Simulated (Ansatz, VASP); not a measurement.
# Os in VASP and in Ansatz

```xyz
2
Lattice="2.7341 0.0000 0.0000 -1.3671 2.3678 0.0000 0.0000 0.0000 4.3197" Properties=species:S:1:pos:R:3 pbc="T T T"
Os    1.3671    0.7893    3.2398
Os    0.0000    1.5785    1.0799
```

Alike in both runs: task relaxation of cell and atoms; functional BLYP; dispersion D4; k mesh 11 × 11 × 6; occupations fermi-dirac, width 0.05 eV; no spin polarisation.

```csv
,VASP,Ansatz
version,VASP 6.6.1,Ansatz 0.2.0
potentials or method,"VASP PAW PBE potentials, release 64 (Os), cutoff 600 eV","all-electron LAPW, scalar-relativistic"
```

```tsv
	VASP	Ansatz	Ansatz less VASP
relaxed volume (Å³/atom)	14.47	14.35	-0.120
relaxed cell length with the largest relative difference (Å)	2.766	2.759	-0.0078
```

VASP's potentials were made for PBE, not for BLYP. Ansatz ran all-electron here, and VASP with PAW potentials.

Neither program's run includes spin-orbit coupling.
